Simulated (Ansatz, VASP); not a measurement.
# One calculation of Ti, two programs

INCAR

```
SYSTEM = Ti
  PREC = Accurate
  ENCUT = 520
  EDIFF = 1E-7
  ISMEAR = 0
  SIGMA = 0.15
  LREAL = .False.
  LASPH = .True.
  NELM = 80
  ALGO = Normal
  ISIF = 2
  LWAVE = .False.
  LCHARG = .False.
  GGA = CA
  NBANDS = 12
```

The input KPOINTS:

```
Automatic mesh
0
Gamma
  22 22 22
  0 0 0
```

File POSCAR:

```
Ti
1.0
    0.0000000000      2.0775383847      2.0775383847
    2.0775383847      0.0000000000      2.0775383847
    2.0775383847      2.0775383847      0.0000000000
Ti
1
Direct
    0.0000000000      0.0000000000      0.0000000000
```

Input for Ansatz:

```yaml
crystal:
  lattice:
    - [0.0, 2.0775383847, 2.0775383847]
    - [2.0775383847, 0.0, 2.0775383847]
    - [2.0775383847, 2.0775383847, 0.0]
  atoms:
    - { symbol: Ti, position: [0.0, 0.0, 0.0] }
basis:
  ecutwfc: 520.0
kpoints:
  mp_grid: { grid: [22, 22, 22] }
hamiltonian:
  xc: lda
scf:
  occupations: { method: gaussian, width: 0.15 }
  lower_state_search: "off"
output:
  forces: true
  stress: true
  eigenvalues: true
```

Alike in both runs: task single point; functional LDA; k mesh 22 × 22 × 22; occupations gaussian, width 0.15 eV; no spin polarisation.

```csv
,VASP,Ansatz
version,VASP 6.6.1,Ansatz 0.2.0
potentials or method,"VASP PAW LDA potentials, release 64 (Ti_sv), cutoff 520 eV","scalar-relativistic, plane waves, PAW"
valence electrons in the cell,12,12
```

|  | VASP | Ansatz | Ansatz less VASP |
| --- | --- | --- | --- |
| gap on the k mesh at the Fermi level (eV) | none | none | - |
| pressure (GPa) | -11.3 | -11.3 | +0.05 |

LDA's correlation is that of Perdew and Zunger in VASP and of Perdew and Wang (1992) in Ansatz. A gap of «none» marks a metal or a gap that the smearing closes.
